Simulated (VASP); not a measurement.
# BN (P6_3/mmc) in VASP: notebook

BN is run at these levels: PBEsol; tasks: relaxation of the atoms.

All numbers are computed with VASP 6.6.1; they aren't measurements. Logs are shortened: lines on timing, memory, paths and dates and some standing lists are left out, and cuts for length are marked.

**1. The cell of the first run**

The structure is hexagonal, space group P6_3/mmc (No. 194). Conventional cell: a = 2.504 Å, b = 2.504 Å, c = 7.034 Å, α = 90.00°, β = 90.00°, γ = 120.00°. B (site symmetry -6m2) has 3 N at 1.45 Å within 1.9 Å. Within 1.9 Å of N (site symmetry -6m2) lie 3 B at 1.45 Å.

**2. Relaxation of the atoms, PBEsol (normal strain along x +0.0000, normal strain along z +0.0000)**

Input file INCAR:

```
SYSTEM = BN
PREC = Accurate
ENCUT = 520
EDIFF = 1E-7
ISMEAR = 0
SIGMA = 0.05
LREAL = .False.
LASPH = .True.
NELM = 120
ALGO = Normal
ISIF = 2
LWAVE = .False.
LCHARG = .False.
GGA = PS
IBRION = 2
NSW = 50
EDIFFG = -0.01
GGA_COMPAT = .False.
NELMIN = 4
```

Input file KPOINTS:

```
Automatic mesh
0
Gamma
  12 12 4
  0 0 0
```

Input file POSCAR:

```
BN
1.0
    2.5037762085      0.0000000000      0.0000000000
   -1.2518881043      2.1683338019      0.0000000000
    0.0000000000      0.0000000000      7.0340971178
B N
2 2
Direct
    0.3333333333      0.6666666667      0.2500000000
    0.6666666667      0.3333333333      0.7500000000
    0.3333333333      0.6666666667      0.7500000000
    0.6666666667      0.3333333333      0.2500000000
```

Potentials or basis: VASP PAW PBE potentials, release 64 (B, N).

The run is started by

```sh
> cat potpaw_PBE.64/B/POTCAR potpaw_PBE.64/N/POTCAR > POTCAR
> mpirun -np 1 vasp_std > vasp.out
```

OUTCAR:

```text
SYSTEM = BN
   PREC = Accurate
   ENCUT = 520
   EDIFF = 1E-7
   ISMEAR = 0
   LREAL = .False.
   LASPH = .True.
   NELM = 120
   ISIF = 2
   GGA = PS
   IBRION = 2
   NSW = 50
   EDIFFG = -0.01
   NELMIN = 4

 ion  position               nearest neighbor table
   1  0.333  0.667  0.250-   4 1.45   4 1.45   4 1.45
   2  0.667  0.333  0.750-   3 1.45   3 1.45   3 1.45
   3  0.333  0.667  0.750-   2 1.45   2 1.45   2 1.45
   4  0.667  0.333  0.250-   1 1.45   1 1.45   1 1.45

  LATTYP: Found a hexagonal cell.
 ALAT       =     2.5037762085
 C/A-ratio  =     2.8093953022

  Lattice vectors:

 A1 = (   2.5037762085,   0.0000000000,   0.0000000000)
 A2 = (  -1.2518881043,   2.1683338019,   0.0000000000)
 A3 = (   0.0000000000,   0.0000000000,   7.0340971178)

Analysis of symmetry for initial positions (statically):
=====================================================================
 Subroutine PRICEL returns:
 Original cell was already a primitive cell.

 Routine SETGRP: Setting up the symmetry group for a
 hexagonal supercell.

 Subroutine GETGRP returns: Found 24 space group operations
 (whereof 12 operations were pure point group operations)
 out of a pool of 24 trial point group operations.

The static configuration has the point symmetry D_3d.
 The point group associated with its full space group is D_6h.

Analysis of symmetry for dynamics (positions and initial velocities):
=====================================================================
 Subroutine PRICEL returns:
 Original cell was already a primitive cell.

 Routine SETGRP: Setting up the symmetry group for a
 hexagonal supercell.

 Subroutine GETGRP returns: Found 24 space group operations
 (whereof 12 operations were pure point group operations)
 out of a pool of 24 trial point group operations.

The dynamic configuration has the point symmetry D_3d.
 The point group associated with its full space group is D_6h.

 Subroutine INISYM returns: Found 24 space group operations
 (whereof 12 operations are pure point group operations),
 and found     1 'primitive' translations

----------------------------------------------------------------------------------------

                                     Primitive cell

  volume of cell :      38.1883

  direct lattice vectors                    reciprocal lattice vectors
     2.503776209  0.000000000  0.000000000     0.399396718  0.230591803  0.000000000
    -1.251888104  2.168333802  0.000000000     0.000000000  0.461183605  0.000000000
     0.000000000  0.000000000  7.034097118     0.000000000  0.000000000  0.142164656

  length of vectors
     2.503776209  2.503776208  7.034097118     0.461183605  0.461183605  0.142164656

  position of ions in fractional coordinates (direct lattice)
     0.333333333  0.666666667  0.250000000
     0.666666667  0.333333333  0.750000000
     0.333333333  0.666666667  0.750000000
     0.666666667  0.333333333  0.250000000

  ion indices of the primitive-cell ions
   primitive index   ion index
                 1           1
                 2           2
                 3           3
                 4           4

----------------------------------------------------------------------------------------

 KPOINTS: Automatic mesh

Automatic generation of k-mesh.
 Grid dimensions read from file:
 generate k-points for:   12   12    4

 Generating k-lattice:

  Cartesian coordinates                     Fractional coordinates (reciprocal lattice)
     0.033283060  0.019215984  0.000000000     0.083333333  0.000000000  0.000000000
     0.000000000  0.038431967  0.000000000     0.000000000  0.083333333  0.000000000
     0.000000000  0.000000000  0.035541164     0.000000000  0.000000000  0.250000000

  Length of vectors
     0.038431967  0.038431967  0.035541164

  Shift w.r.t. Gamma in fractional coordinates (k-lattice)
     0.000000000  0.000000000  0.000000000

 Subroutine IBZKPT returns following result:
 ===========================================

 Found     57 irreducible k-points:

 Following reciprocal coordinates:
            Coordinates               Weight
  0.000000  0.000000  0.000000      1.000000
  0.083333 -0.000000  0.000000      6.000000
  0.166667 -0.000000  0.000000      6.000000
  0.250000 -0.000000  0.000000      6.000000
  0.333333 -0.000000  0.000000      6.000000
  0.416667  0.000000  0.000000      6.000000
[... 16 lines left out ...]
  0.250000 -0.000000  0.250000     12.000000
  0.333333 -0.000000  0.250000     12.000000
 [... further k-points ...]
   k-points           NKPTS =     57   k-points in BZ     NKDIM =     57   number of bands    NBANDS=     12
   number of dos      NEDOS =    301   number of ions     NIONS =      4
   total plane-waves  NPLWV =  21600
   dimension x,y,z NGX =    20 NGY =   20 NGZ =   54
   dimension x,y,z NGXF=    40 NGYF=   40 NGZF=  108
   ions per type =               2   2
   NGX,Y,Z   is equivalent  to a cutoff of  13.28, 13.28, 12.76 a.u.
   NGXF,Y,Z  is equivalent  to a cutoff of  26.56, 26.56, 25.53 a.u.
 SYSTEM =  BN
   PREC   = accura    normal or accurate (medium, high low for compatibility)
   ISTART =      0    job   : 0-new  1-cont  2-samecut
   ICHARG =      2    charge: 1-file 2-atom 10-const
   ISPIN  =      1    spin polarized calculation?
   LNONCOLLINEAR =      F non collinear calculations
   LSORBIT =      F    spin-orbit coupling
   LASPH  =      T    aspherical Exc in radial PAW
   ENCUT  =  520.0 eV  38.22 Ry    6.18 a.u.   4.66  4.66 13.08*2*pi/ulx,y,z
   NELM   =    120;   NELMIN=  4; NELMDL= -5     # of ELM steps
   EDIFF  = 0.1E-06   stopping-criterion for ELM
   LREAL  =      F    real-space projection
   EDIFFG = -.1E-01   stopping-criterion for IOM
   NSW    =     50    number of steps for IOM
   IBRION =      2    ionic relax: 0-MD 1-quasi-New 2-CG
   NFREE  =      1    steps in history (QN), initial steepest desc. (CG)
   ISIF   =      2    stress and relaxation
   ISYM   =      2    0-nonsym 1-usesym 2-fastsym
   POTIM  = 0.5000    time-step for ionic-motion
   TEBEG  =    0.0;   TEEND  =   0.0 temperature during run
   PSTRESS=    0.0 pullay stress
   NELECT =      16.0000    total number of electrons
   NUPDOWN=      -1.0000    fix difference up-down
   EMIN   =  10.00;   EMAX   =-10.00  energy-range for DOS
   EFERMI =   0.00;   METHOD = LEGACY
   ISMEAR =     0;   SIGMA  =   0.05  broadening in eV -4-tet -1-fermi 0-gaus
   EFERMI_NEDOS =   21; number of points for ismear=-14 and -15
   IALGO  =     38    algorithm
   IMIX   =      4    mixing-type and parameters
     AMIX     =   0.40;   BMIX     =  1.00
     AMIX_MAG =   1.60;   BMIX_MAG =  1.00
  volume/ion in A,a.u.               =       9.55        64.43
  Fermi-wavevector in a.u.,A,eV,Ry     =   1.225006  2.314925 20.417437  1.500639
  Thomas-Fermi vector in A             =   2.360060
   LORBIT       =      0    0 simple, 1 ext, 2 COOP (PROOUT), +10 PAW based schemes
   GGA     = PS    functional components
   LHFCALC =     F    Hartree Fock is set to
   AEXX    =    0.0000 exact exchange contribution
   IVDW    =     0    specifies the selected vdW correction
   LEPSILON=     F    determine dielectric tensor
   LRPA    =     F    only Hartree local field effects (RPA)
 conjugate gradient relaxation of ions
 non-spin polarized calculation
 Gauss-broadening in eV      SIGMA  =   0.05
  energy-cutoff  :      520.00
  volume of cell :       38.19
 maximum number of plane-waves:      1058
 NGX is ok and might be reduce to    20
   NGX =  9   NGY =  9   NGZ = 27

 number of electron      15.9999998 magnetization

 Free energy of the ion-electron system (eV)
  ---------------------------------------------------
  ext. energy  EPLUGINS =         0.00000000
  ---------------------------------------------------
  free energy    TOTEN  =       -36.57077719 eV

  energy without entropy =      -36.57077719  energy(sigma->0) =      -36.57077719

 E-fermi :   2.0172     XC(G=0):  -9.9131

 val. band max:        1.7447656631   @ k =   0.3333   0.3333   0.5000
 cond. band min:       6.0077081054   @ k =   0.5000  -0.0000   0.0000
 fundamental gap:      4.2629424423
 Fermi energy:         2.0172081958

 k-point     1 :       0.0000    0.0000    0.0000
  band No.  band energies     occupation
      1     -15.9682      2.00000
      2     -15.7751      2.00000
      3      -4.3125      2.00000
      4      -2.6794      2.00000
      5       0.4372      2.00000
      6       0.4372      2.00000
      7       0.4579      2.00000
      8       0.4579      2.00000
      9       6.4994      0.00000
     10      11.2357      0.00000
     11      13.2706      0.00000
     12      13.2733      0.00000

 k-point     2 :       0.0833   -0.0000    0.0000
  band No.  band energies     occupation
      1     -15.8324      2.00000
      2     -15.6427      2.00000
      3      -4.1259      2.00000
      4      -2.5083      2.00000
      5      -0.1216      2.00000
      6      -0.1071      2.00000
      7       0.1750      2.00000
      8       0.1983      2.00000
      9       6.7447      0.00000
     10      11.2152      0.00000
     11      13.0677      0.00000
     12      13.2458      0.00000

 k-point     3 :       0.1667   -0.0000    0.0000
  band No.  band energies     occupation
      1     -15.4321      2.00000
      2     -15.2521      2.00000
      3      -3.5728      2.00000
      4      -2.0046      2.00000
      5      -1.5393      2.00000
      6      -1.5218      2.00000
      7      -0.4619      2.00000
      8      -0.4336      2.00000
      9       7.3994      0.00000
     10      11.0186      0.00000
     11      12.6625      0.00000
     12      12.8620      0.00000
[... 286 lines left out ...]
 k-point    23 :       0.2500   -0.0000    0.2500
  band No.  band energies     occupation
      1     -14.7704      2.00000
      2     -14.6551      2.00000
      3      -3.3431      2.00000
      4      -3.3177      2.00000
      5      -2.4835      2.00000
      6      -1.4519      2.00000
      7      -1.1933      2.00000
      8      -1.1702      2.00000
      9       8.7647      0.00000
     10      10.0990      0.00000
     11      11.2180      0.00000
     12      12.2182      0.00000

 k-point    24 :       0.3333   -0.0000    0.2500
  band No.  band energies     occupation
      1     -13.9641      2.00000
      2     -13.8677      2.00000
      3      -5.1321      2.00000
      4      -5.0989      2.00000
      5      -1.8241      2.00000
      6      -1.7989      2.00000
      7      -1.3367      2.00000
      8      -0.4126      2.00000
      9       8.5720      0.00000
     10       8.9703      0.00000
     11      10.3331      0.00000
     12      11.8819      0.00000

 [... further k-points ...]

------------------------ aborting loop because EDIFF is reached ----------------------------------------

  FORCE on cell =-STRESS in cart. coord.  units (eV):
  Direction    XX          YY          ZZ          XY          YZ          ZX
  --------------------------------------------------------------------------------------
  -------------------------------------------------------------------------------------
  Total        0.1708954      0.1708954     -0.0331897     -0.0000000     -0.0000000     -0.0000000
  in kB        7.1698655      7.1698655     -1.3924642     -0.0000000     -0.0000000     -0.0000000
  external PRESSURE =       4.3157556 kB  Pullay stress =       0.0000000 kB

 VOLUME and BASIS-vectors are now :
 -----------------------------------------------------------------------------
  energy-cutoff  :      520.00
  volume of cell :       38.19
      direct lattice vectors                 reciprocal lattice vectors
     2.503776209  0.000000000  0.000000000     0.399396718  0.230591803  0.000000000
    -1.251888104  2.168333802  0.000000000     0.000000000  0.461183605  0.000000000
     0.000000000  0.000000000  7.034097118     0.000000000  0.000000000  0.142164656

 POSITION                                       TOTAL-FORCE (eV/Angst)
 -----------------------------------------------------------------------------------
     -0.00000      1.44556      1.75852         0.000000     -0.000000      0.000000
      1.25189      0.72278      5.27557        -0.000000      0.000000      0.000000
     -0.00000      1.44556      5.27557         0.000000      0.000000      0.000000
      1.25189      0.72278      1.75852        -0.000000     -0.000000      0.000000
 -----------------------------------------------------------------------------------
    total drift:                                0.000000     -0.000000      0.000000

  FREE ENERGIE OF THE ION-ELECTRON SYSTEM (eV)
  ---------------------------------------------------
  free  energy   TOTEN  =       -36.5707771912 eV

  energy  without entropy=      -36.5707771912  energy(sigma->0) =      -36.57077719

 reached required accuracy - stopping structural energy minimisation
```

Wall time 15 s (1 thread of Oxide Virtual Turin-like, shared host); peak memory 0.13 GiB.

Results:

* Free energy: -36.5708 eV
* Pressure after relaxing: 0.4 GPa
* Band gap on the k mesh: 4.26 eV (least direct gap 4.60 eV)

Final structure:
```
B N
1.0
     2.50378    0.00000    0.00000
    -1.25189    2.16833    0.00000
     0.00000    0.00000    7.03410
B N
2 2
Direct
  0.33333 0.66667 0.25000
  0.66667 0.33333 0.75000
  0.33333 0.66667 0.75000
  0.66667 0.33333 0.25000
```

Caveat: the cell differs from its parent crystal (normal strain along x +0.0000, normal strain along z +0.0000); the PAW data sets were made with another functional, which shifts forces and pressure a little; this functional lacks dispersion, which binds layers or chains, so the pressure and a relaxed spacing across them are unreliable.

**3. Relaxation of the atoms, PBEsol (normal strain along x +0.0000, normal strain along z +0.0367)**

Input file INCAR:

```
SYSTEM = BN
PREC     = Accurate       ! precision mode
ENCUT    = 520            ! plane-wave cutoff, eV
EDIFF    = 1E-7           ! SCF threshold, eV
ISMEAR   = 0              ! smearing method
SIGMA    = 0.05           ! smearing width, eV
LREAL    = .FALSE.        ! projectors in reciprocal space
LASPH    = .TRUE.         ! aspherical terms in the spheres
NELM     = 120            ! most SCF steps
ALGO     = Normal         ! electronic algorithm
ISIF     = 2              ! what is computed and relaxed
LWAVE    = .FALSE.        ! write WAVECAR
LCHARG   = .FALSE.        ! write CHGCAR
GGA      = PS             ! functional
IBRION   = 2              ! ionic algorithm
NSW      = 50             ! ionic steps
EDIFFG   = -0.01          ! ionic threshold
GGA_COMPAT= .FALSE.      
NELMIN   = 4
```

Input file KPOINTS:

```
Automatic mesh
0
G
  12 12 4
  0 0 0
```

Edit POSCAR of step 2 so:

```diff
@@ -4,3 +4,3 @@
    -1.2518881043      2.1683338019      0.0000000000
-    0.0000000000      0.0000000000      7.0340971178
+    0.0000000000      0.0000000000      7.2922484820
 B N
```

Potentials or basis: VASP PAW PBE potentials, release 64 (B, N).

The run is started by

```sh
> cat potpaw_PBE.64/B/POTCAR potpaw_PBE.64/N/POTCAR > POTCAR
> mpirun -np 1 vasp_std > vasp.out
```

Wall time 18 s (1 thread of Oxide Virtual Turin-like, shared host); peak memory 0.12 GiB.

It converged, with:

```yaml
Free_energy: -36.5698 eV
Pressure_after_relaxing: 0.3 GPa
Band_gap_on_the_k_mesh: 4.32 eV (least direct gap 4.61 eV)
```

Stress tensor (GPa, compression positive):
```
 0.65  0.00  0.00
 0.00  0.65  0.00
 0.00  0.00 -0.38
```

Final structure:
```
CELL_PARAMETERS angstrom
2.50378 0.00000 0.00000
-1.25189 2.16833 0.00000
0.00000 0.00000 7.29225
ATOMIC_POSITIONS crystal
B 0.33333 0.66667 0.25000
B 0.66667 0.33333 0.75000
N 0.33333 0.66667 0.75000
N 0.66667 0.33333 0.25000
```

Levels at points of the mesh, in eV from the valence-band top:
```tsv
k point	band 6	band 7	band 8	band 9	band 10	band 11
(0.00, 0.00, 0.00)	-1.31	-1.30	-1.30	4.62	9.07	11.53
(0.50, 0.00, 0.00)	-4.10	-1.23	-0.63	4.32	5.25	9.41
(0.00, 0.00, 0.50)	-1.30	-1.30	-1.30	6.51	6.51	11.56
(0.50, 0.00, 0.50)	-4.12	-0.92	-0.92	4.68	4.68	9.79
```

Caveat: the cell differs from its parent crystal (normal strain along x +0.0000, normal strain along z +0.0367); the PAW data sets were made with another functional, which shifts forces and pressure a little; this functional lacks dispersion, which binds layers or chains, so the pressure and a relaxed spacing across them are unreliable.

**4. Relaxation of the atoms, PBEsol (normal strain along x +0.0000, normal strain along z +0.0733)**

Input file INCAR:

```
SYSTEM = BN
  ALGO = Normal
  EDIFF = 1E-7
  EDIFFG = -0.01
  ENCUT = 520
  GGA = PS
  GGA_COMPAT = .FALSE.
  IBRION = 2
  ISIF = 2
  ISMEAR = 0
  LASPH = .TRUE.
  LCHARG = .FALSE.
  LREAL = .FALSE.
  LWAVE = .FALSE.
  NELM = 120
  NELMIN = 4
  NSW = 50
  PREC = Accurate
  SIGMA = 0.05
```

Input file KPOINTS:

```
k-points
0
G
  12 12 4
  0 0 0
```

Edit POSCAR of step 3 so:

```diff
@@ -4,3 +4,3 @@
    -1.2518881043      2.1683338019      0.0000000000
-    0.0000000000      0.0000000000      7.2922484820
+    0.0000000000      0.0000000000      7.5496964365
 B N
```

The run is started by

```sh
> cat potpaw_PBE.64/B/POTCAR potpaw_PBE.64/N/POTCAR > POTCAR
> mpirun -np 1 vasp_std > vasp.out
```

It took 21 s on 1 thread of Oxide Virtual Turin-like, shared host; peak memory 0.13 GiB.

Results (log left out):

```
Free energy             : -36.5674 eV
Pressure after relaxing : 0.2 GPa
Band gap on the k mesh  : 4.38 eV (least direct gap 4.61 eV)
```

Stress tensor (GPa, compression positive):
```
 0.59  0.00  0.00
 0.00  0.59  0.00
 0.00  0.00 -0.46
```

Final structure:
```
B N
1.0
     2.50378    0.00000    0.00000
    -1.25189    2.16833    0.00000
     0.00000    0.00000    7.54970
B N
2 2
Cartesian
  0.0000 1.4456 1.8874
  1.2519 0.7228 5.6623
  0.0000 1.4456 5.6623
  1.2519 0.7228 1.8874
```

Levels at points of the mesh, in eV from the valence-band top:
```
           k point  band 5  band 6  band 7  band 8  band 9  band 10  band 11  band 12
(0.00, 0.00, 0.00)   -1.31   -1.31   -1.30   -1.30    4.51     8.69    11.23    11.55
(0.50, 0.00, 0.00)   -4.13   -4.11   -1.16   -0.68    4.38     5.16     9.42     9.93
(0.00, 0.00, 0.50)   -1.31   -1.31   -1.31   -1.31    6.23     6.23    11.56    11.56
(0.50, 0.00, 0.50)   -4.12   -4.12   -0.92   -0.92    4.69     4.69     9.77     9.77
```

Caveat: the cell differs from its parent crystal (normal strain along x +0.0000, normal strain along z +0.0733); the PAW data sets were made with another functional, which shifts forces and pressure a little; this functional lacks dispersion, which binds layers or chains, so the pressure and a relaxed spacing across them are unreliable. A k mesh can miss the band edges.

**5. The runs side by side**

| cell | gap on the mesh (eV) | pressure (GPa) |
| --- | --- | --- |
| atoms relaxed from a = 2.504, b = 2.504, c = 7.034 Å, angles 90.0, 90.0, 120.0°, 4 atoms | 4.26 | 0.4 |
| atoms relaxed from a = 2.504, b = 2.504, c = 7.292 Å, angles 90.0, 90.0, 120.0°, 4 atoms | 4.32 | 0.3 |
| atoms relaxed from a = 2.504, b = 2.504, c = 7.550 Å, angles 90.0, 90.0, 120.0°, 4 atoms | 4.38 | 0.2 |

Alike in all rows: task relaxation of the atoms; level PBEsol; potentials or basis VASP PAW PBE potentials, release 64 (B, N); no spin polarisation; k mesh 12 × 12 × 4; cutoff (eV) 520; smearing gaussian 0.05 eV.

Caveats: the PAW data sets were made with another functional, which shifts forces and pressure a little; this functional lacks dispersion, which binds layers or chains, so the pressure and a relaxed spacing across them are unreliable.

Absolute energies hang on the potentials; compare differences alone.
